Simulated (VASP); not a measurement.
A run of VASP 6.6.1 is set up as follows.

File INCAR:

```
ALGO = Normal ; EDIFF = 1E-7
ENCUT = 520 ; GGA = PE
ISIF = 2 ; ISMEAR = -1
LASPH = True ; LCHARG = False
LREAL = False ; LWAVE = False
NBANDS = 11 ; NELM = 100
PREC = Accurate ; SIGMA = 0.05
```

File KPOINTS:

```
k-points
0
Gamma
  12 12 3
```

The input POSCAR:

```
C
1.0
    2.5544169687      0.0000000000      0.0000000000
   -1.2772084843      2.2121899868      0.0000000000
    0.0000000000      0.0000000000      8.5238033600
C
2
Direct
    0.6666666667      0.3333333333      0.0000000000
    0.3333333333      0.6666666667      0.0000000000
```

Potentials or basis: VASP PAW PBE potentials, release 64 (C).

Run with:

```sh
$ cat potpaw_PBE.64/C/POTCAR > POTCAR
$ mpirun -np 1 vasp_std > vasp.out
```

**Question.** What does it give for the band gap on the k mesh?

**Answer.** Zero (filled and empty bands touch).
